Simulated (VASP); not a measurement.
# NbAg3 (P6/mmm) in VASP: notebook, part 2 of 2

VASP 6.6.1.

**5. Relaxation of cell and atoms, PBE**

This run uses another cell than the first one, of 19.07 Å³/atom.

Input file INCAR:

```
SYSTEM = NbAg3
ALGO = Normal ; EDIFF = 1E-7
EDIFFG = -0.04 ; ENCUT = 600
GGA = PE ; IBRION = 2
ISIF = 3 ; ISMEAR = 0
LASPH = .True. ; LCHARG = .False.
LREAL = .False. ; LWAVE = .False.
NELM = 100 ; NSW = 90
PREC = Accurate ; SIGMA = 0.1
```

Input file KPOINTS:

```
k-points
0
Gamma
  6 6 4
  0 0 0
```

Input file POSCAR:

```
NbAg3
1.0
    4.1246608000      0.0000000000      0.0000000000
   -2.0623304000      3.5720610400      0.0000000000
    0.0000000000      0.0000000000      5.1761249200
Nb Ag
1 3
Direct
    0.0000000000      0.0000000000      0.5000000000
    0.0000000000      0.0000000000      0.0000000000
    0.6666666700      0.3333333300      0.0000000000
    0.3333333300      0.6666666700      0.0000000000
```

Potentials or basis: VASP PAW PBE potentials, release 64 (Nb_sv, Ag).

On the command line:

```sh
cat potpaw_PBE.64/Nb_sv/POTCAR potpaw_PBE.64/Ag/POTCAR > POTCAR
mpirun -np 1 vasp_std > vasp.out
```

OUTCAR:

```text
SYSTEM = NbAg3
   EDIFF = 1E-7
   EDIFFG = -0.04
   ENCUT = 600
   GGA = PE
   IBRION = 2
   ISIF = 3
   ISMEAR = 0
   LASPH = .True.
   LREAL = .False.
   NELM = 100
   NSW = 90
   PREC = Accurate

 ion  position               nearest neighbor table
   1  0.000  0.000  0.500-   2 2.59   2 2.59
   2  0.000  0.000  0.000-   3 2.38   4 2.38   3 2.38   4 2.38   3 2.38   4 2.38   1 2.59   1 2.59

   3  0.667  0.333  0.000-   2 2.38   4 2.38   4 2.38   2 2.38   2 2.38   4 2.38
   4  0.333  0.667  0.000-   2 2.38   3 2.38   3 2.38   2 2.38   2 2.38   3 2.38

  LATTYP: Found a hexagonal cell.
 ALAT       =     4.1246608000
 C/A-ratio  =     1.2549213550

  Lattice vectors:

 A1 = (   4.1246608000,   0.0000000000,   0.0000000000)
 A2 = (  -2.0623304000,   3.5720610400,   0.0000000000)
 A3 = (   0.0000000000,   0.0000000000,   5.1761249200)

Analysis of symmetry for initial positions (statically):
=====================================================================
 Subroutine PRICEL returns:
 Original cell was already a primitive cell.

 Routine SETGRP: Setting up the symmetry group for a
 hexagonal supercell.

 Subroutine GETGRP returns: Found 24 space group operations
 (whereof 24 operations were pure point group operations)
 out of a pool of 24 trial point group operations.

The static configuration has the point symmetry D_6h.

Analysis of symmetry for dynamics (positions and initial velocities):
=====================================================================
 Subroutine PRICEL returns:
 Original cell was already a primitive cell.

 Routine SETGRP: Setting up the symmetry group for a
 hexagonal supercell.

 Subroutine GETGRP returns: Found 24 space group operations
 (whereof 24 operations were pure point group operations)
 out of a pool of 24 trial point group operations.

The dynamic configuration has the point symmetry D_6h.

 Subroutine INISYM returns: Found 24 space group operations
 (whereof 24 operations are pure point group operations),
[... 108 lines left out ...]
   NUPDOWN=      -1.0000    fix difference up-down
   EMIN   =  10.00;   EMAX   =-10.00  energy-range for DOS
   EFERMI =   0.00;   METHOD = LEGACY
   ISMEAR =     0;   SIGMA  =   0.10  broadening in eV -4-tet -1-fermi 0-gaus
   EFERMI_NEDOS =   21; number of points for ismear=-14 and -15
   IALGO  =     38    algorithm
   IMIX   =      4    mixing-type and parameters
     AMIX     =   0.40;   BMIX     =  1.00
     AMIX_MAG =   1.60;   BMIX_MAG =  1.00
  volume/ion in A,a.u.               =      19.07       128.66
  Fermi-wavevector in a.u.,A,eV,Ry     =   1.383216  2.613900 26.031861  1.913288
  Thomas-Fermi vector in A             =   2.507835
   LORBIT       =      0    0 simple, 1 ext, 2 COOP (PROOUT), +10 PAW based schemes
   GGA     = PE    functional components
   LHFCALC =     F    Hartree Fock is set to
   AEXX    =    0.0000 exact exchange contribution
   IVDW    =     0    specifies the selected vdW correction
   LEPSILON=     F    determine dielectric tensor
   LRPA    =     F    only Hartree local field effects (RPA)
 conjugate gradient relaxation of ions
 non-spin polarized calculation
 Gauss-broadening in eV      SIGMA  =   0.10
  energy-cutoff  :      600.00
  volume of cell :       76.26
 maximum number of plane-waves:      2578
 NGX is ok and might be reduce to    36
   NGX = 17   NGY = 17   NGZ = 21

--------------------------------------- Ionic step        1  -------------------------------------------

 number of electron      46.0000005 magnetization

 Free energy of the ion-electron system (eV)
  ---------------------------------------------------
  ext. energy  EPLUGINS =         0.00000000
  ---------------------------------------------------
  free energy    TOTEN  =        -9.29059095 eV

  energy without entropy =       -9.24937669  energy(sigma->0) =       -9.26998382

------------------------ aborting loop because EDIFF is reached ----------------------------------------

  FORCE on cell =-STRESS in cart. coord.  units (eV):
  Direction    XX          YY          ZZ          XY          YZ          ZX
  --------------------------------------------------------------------------------------
  -------------------------------------------------------------------------------------
  Total       31.6882985     31.6882986      2.3906522     -0.0000000     -0.0000000      0.0000000
  in kB      665.7292573    665.7292592     50.2244414     -0.0000000     -0.0000000      0.0000000
  external PRESSURE =     460.5609859 kB  Pullay stress =       0.0000000 kB
[... 1372 lines left out ...]
     26       6.2881      0.00000
     27       6.6088      0.00000

[... ionic steps 4 to 7 ...]

--------------------------------------- Ionic step        8  -------------------------------------------

 number of electron      45.9999988 magnetization

------------------------ aborting loop because EDIFF is reached ----------------------------------------
[... 71 lines left out ...]
--------------------------------------- Ionic step       10  -------------------------------------------

 number of electron      45.9999987 magnetization

 Free energy of the ion-electron system (eV)
  ---------------------------------------------------
  ext. energy  EPLUGINS =         0.00000000
  ---------------------------------------------------
  free energy    TOTEN  =       -12.94547790 eV

  energy without entropy =      -12.90800020  energy(sigma->0) =      -12.92673905

 E-fermi :   5.5202     XC(G=0): -10.1911

 val. band max:        5.5058184318   @ k =   0.0000   0.0000   0.0000
 cond. band min:       5.5274638836   @ k =   0.3333   0.3333   0.2500
 fundamental gap:      0.0216454518
 Fermi energy:         5.5201922117
[... 659 lines left out ...]
  FREE ENERGIE OF THE ION-ELECTRON SYSTEM (eV)
  ---------------------------------------------------
  free  energy   TOTEN  =       -12.9454779015 eV

  energy  without entropy=      -12.9080001977  energy(sigma->0) =      -12.92673905

 reached required accuracy - stopping structural energy minimisation
```

OSZICAR:

```text
N       E                     dE             d eps       ncg     rms          rms(c)
DAV:   1     0.435557035262E+03    0.43556E+03   -0.26513E+04  1134   0.189E+03
[... 128 lines left out ...]
DAV:   4    -0.129454667902E+02    0.44262E-03   -0.31843E-03  1875   0.334E-01    0.147E-01
DAV:   5    -0.129454067336E+02    0.60057E-04   -0.66808E-04  1857   0.141E-01    0.722E-02
DAV:   6    -0.129454446620E+02   -0.37928E-04   -0.10276E-04  1936   0.797E-02    0.396E-02
DAV:   7    -0.129454779507E+02   -0.33289E-04   -0.52936E-05  1816   0.477E-02    0.613E-03
DAV:   8    -0.129454777942E+02    0.15657E-06   -0.72381E-06  1629   0.182E-02    0.230E-03
DAV:   9    -0.129454779065E+02   -0.11231E-06   -0.26332E-07  1034   0.451E-03    0.865E-04
DAV:  10    -0.129454779015E+02    0.49622E-08   -0.25505E-08   633   0.153E-03
  10 F= -.12945478E+02 E0= -.12926739E+02  d E =-.631230E-03
```

CONTCAR:

```text
NbAg3
   1.00000000000000
     4.7494024088637321   -0.0000000000000000    0.0000000000000000
    -2.3747012044318661    4.1131031464279886   -0.0000000000000000
    -0.0000000000000000   -0.0000000000000000    5.0266556040973294
  Nb              Ag
     1     3
Direct
     0.0000000000000000    0.0000000000000000    0.5000000000000000
     0.0000000000000000    0.0000000000000000    0.0000000000000000
     0.6666666699999979    0.3333333300000021    0.0000000000000000
     0.3333333300000021    0.6666666699999979    0.0000000000000000

  0.00000000E+00  0.00000000E+00  0.00000000E+00
  0.00000000E+00  0.00000000E+00  0.00000000E+00
  0.00000000E+00  0.00000000E+00  0.00000000E+00
  0.00000000E+00  0.00000000E+00  0.00000000E+00
```

Run time: 19 min. Hardware: 1 thread of AMD EPYC 7R13, shared host; peak memory 0.23 GiB.

What came out:

```yaml
Free_energy: -12.9455 eV
Relaxed_volume: 24.55 Å³/atom
Relaxed_cell: a = 4.749 Å, b = 4.749 Å, c = 5.027 Å, α = 90.00°, β = 90.00°, γ = 120.00°
Space_group_after_relaxing_to_0.1_Å: P6/mmm (No. 191)
Energy_gained_by_relaxing: 913.7 meV/atom
Ionic_steps: 10
Pressure_after_relaxing: 0.1 GPa
Band_gap_on_the_k_mesh: zero (bands 23 and 24 overlap by 1.14 eV)
```

Step by step:
| step | energy change (eV) | largest force (eV/Å) | pressure (GPa) | volume (Å³) |
| --- | --- | --- | --- | --- |
| 1 | 0.0000 | 0.0000 | 46.06 | 76.26 |
| 2 | -1.2025 | 0.0000 | -8.21 | 149.89 |
| 3 | -3.5657 | 0.0000 | -3.16 | 104.46 |
| 4 | -3.5801 | 0.0000 | -2.43 | 103.11 |
| 5 | -3.5857 | 0.0000 | -1.53 | 101.61 |
| 6 | -3.5850 | 0.0000 | -1.87 | 102.15 |
| 7 | -3.6532 | 0.0000 | -0.55 | 99.25 |
| 8 | -3.6543 | 0.0000 | -0.33 | 98.88 |
| 9 | -3.6543 | 0.0000 | -0.29 | 98.81 |
| 10 | -3.6549 | 0.0000 | 0.13 | 98.19 |

Final structure:
```cif
data_structure
_symmetry_space_group_name_H-M 'P 1'
_symmetry_Int_Tables_number 1
_cell_length_a 4.7494
_cell_length_b 4.7494
_cell_length_c 5.0267
_cell_angle_alpha 90.000
_cell_angle_beta 90.000
_cell_angle_gamma 120.000
_cell_volume 98.19
loop_
_atom_site_label
_atom_site_type_symbol
_atom_site_fract_x
_atom_site_fract_y
_atom_site_fract_z
_atom_site_occupancy
Nb1 Nb 0.00000 0.00000 0.50000 1
Ag1 Ag 0.00000 0.00000 0.00000 1
Ag2 Ag 0.66667 0.33333 0.00000 1
Ag3 Ag 0.33333 0.66667 0.00000 1
```

Levels at points of the mesh, in eV from the Fermi level:
| k point | band 21 | band 22 | band 23 | band 24 | band 25 | band 26 |
| --- | --- | --- | --- | --- | --- | --- |
| (0.00, 0.00, 0.00) | -0.05 | -0.01 | -0.01 | 0.74 | 0.93 | 0.93 |
| (0.50, 0.00, 0.00) | -2.34 | -0.06 | 0.50 | 0.54 | 0.87 | 0.92 |
| (0.00, 0.00, 0.50) | -2.76 | -0.68 | -0.11 | -0.11 | 0.15 | 0.15 |
| (0.50, 0.00, 0.50) | -2.22 | -0.99 | -0.71 | -0.61 | 0.54 | 0.80 |

Caveat: the volume moved by over 15 % at a fixed basis, so the end points are rough.

**6. Single point, PBE, collinear spin**

This run uses another cell than the first one, of 24.58 Å³/atom.

Input file INCAR:

```
SYSTEM = NbAg3
PREC     = Accurate       ! precision mode
ENCUT    = 520            ! plane-wave cutoff, eV
EDIFF    = 1E-7           ! SCF threshold, eV
ISMEAR   = 0              ! smearing method
SIGMA    = 0.1            ! smearing width, eV
LREAL    = .FALSE.        ! projectors in reciprocal space
LASPH    = .TRUE.         ! aspherical terms in the spheres
NELM     = 150            ! most SCF steps
ALGO     = Normal         ! electronic algorithm
ISIF     = 2              ! what is computed and relaxed
LWAVE    = .FALSE.        ! write WAVECAR
LCHARG   = .TRUE.         ! write CHGCAR
ISPIN    = 2              ! spin polarisation
MAGMOM   = 1 0 0 0        ! initial moments
LORBIT   = 11             ! projections on sites
LMAXMIX  = 4              ! l up to which the mixer works
GGA      = PE             ! functional
LELF     = .TRUE.         ! ELF
LVHAR    = .TRUE.       
NBANDS   = 35             ! bands
```

Input file KPOINTS:

```
Automatic mesh
0
G
  6 6 4
  0 0 0
```

Input file POSCAR:

```
NbAg3
1.0
    4.7503036405      0.0000000000      0.0000000000
   -2.3751518203      4.1138836284      0.0000000000
    0.0000000000      0.0000000000      5.0304106980
Nb Ag
1 3
Direct
    0.0000000000      0.0000000000      0.5000000000
    0.0000000000      0.0000000000      0.0000000000
    0.6666666667      0.3333333333      0.0000000000
    0.3333333333      0.6666666667      0.0000000000
```

Potentials or basis: VASP PAW PBE potentials, release 64 (Nb_sv, Ag).

On the command line:

```sh
cat potpaw_PBE.64/Nb_sv/POTCAR potpaw_PBE.64/Ag/POTCAR > POTCAR
mpirun -np 1 vasp_std > vasp.out
```

Run time: 6.7 min. Hardware: 1 thread of AMD EPYC 7R13, shared host; peak memory 0.28 GiB.

Results (log left out):

- Free energy: -13.2929 eV
- Pressure: 2.4 GPa
- Net moment: 2.75 μB per cell
- Site moments: Nb +1.86; Ag +0.06, +0.01 (each value once) μB
- Valence electrons inside the program's atomic spheres: Nb 10.59; Ag 10.11, 9.87 (each value once)

Stress tensor (GPa, compression positive):
```
1.39 0.00 0.00
0.00 1.39 0.00
0.00 0.00 4.46
```

Levels at points of the mesh, in eV from the Fermi level:
Spin up:
```csv
k point,band 21,band 22,band 23,band 24,band 25,band 26,band 27,band 28,band 29,band 30
"(0.00, 0.00, 0.00)",-0.57,-0.56,-0.56,0.51,0.51,0.54,4.06,4.34,4.34,5.31
"(0.50, 0.00, 0.00)",-2.50,-0.56,-0.01,0.11,0.41,0.50,0.70,3.56,4.35,4.44
"(0.00, 0.00, 0.50)",-3.16,-1.24,-0.52,-0.52,-0.41,-0.41,5.83,5.83,5.90,6.49
"(0.50, 0.00, 0.50)",-2.36,-1.34,-1.19,-1.11,-0.02,0.43,0.58,1.16,3.19,4.85
```
Spin down:
```tsv
k point	band 18	band 19	band 20	band 21	band 22	band 23	band 24	band 25
(0.00, 0.00, 0.00)	-3.51	-3.35	-3.35	0.71	0.74	1.32	1.32	1.75
(0.50, 0.00, 0.00)	-3.44	-2.90	-2.58	-2.40	0.85	0.97	1.14	1.72
(0.00, 0.00, 0.50)	-3.45	-3.36	-3.36	-2.37	0.15	0.61	0.61	1.56
(0.50, 0.00, 0.50)	-3.46	-2.58	-2.46	-2.33	-0.54	-0.22	0.45	1.15
```

**7. Overview**

| task | spin | cell | k mesh | cutoff (eV) | gap on the mesh (eV) | pressure (GPa) | moment (μB) |
| --- | --- | --- | --- | --- | --- | --- | --- |
| single point | collinear | a = 4.771, b = 4.771, c = 5.261 Å, angles 90.0, 90.0, 120.0°, 4 atoms | 12 × 12 × 10 | 520 | none | -0.1 | 3.40 |
| single point | off | a = 4.125, b = 4.125, c = 5.176 Å, angles 90.0, 90.0, 120.0°, 4 atoms | 6 × 6 × 4 | 520 | none | 46.0 | - |
| single point | off | a = 4.750, b = 4.750, c = 5.030 Å, angles 90.0, 90.0, 120.0°, 4 atoms | 6 × 6 × 4 | 520 | none | 0.0 | - |
| relaxation of cell and atoms | off | relaxed from a = 4.125, b = 4.125, c = 5.176 Å, angles 90.0, 90.0, 120.0°, 4 atoms | 6 × 6 × 4 | 600 | none | 0.1 | - |
| single point | collinear | a = 4.750, b = 4.750, c = 5.030 Å, angles 90.0, 90.0, 120.0°, 4 atoms | 6 × 6 × 4 | 520 | none | 2.4 | 2.75 |

Alike in all rows: level PBE; potentials or basis VASP PAW PBE potentials, release 64 (Nb_sv, Ag); smearing gaussian 0.1 eV.

Caveats: the stress differs along the axes, from 5 to 67 GPa (at least some runs); the volume moved by over 15 % at a fixed basis, so the end points are rough (at least some runs).

Absolute energies hang on the potentials; compare differences alone.

The gap in the log of VASP goes by the Fermi energy; the results here count the filled bands.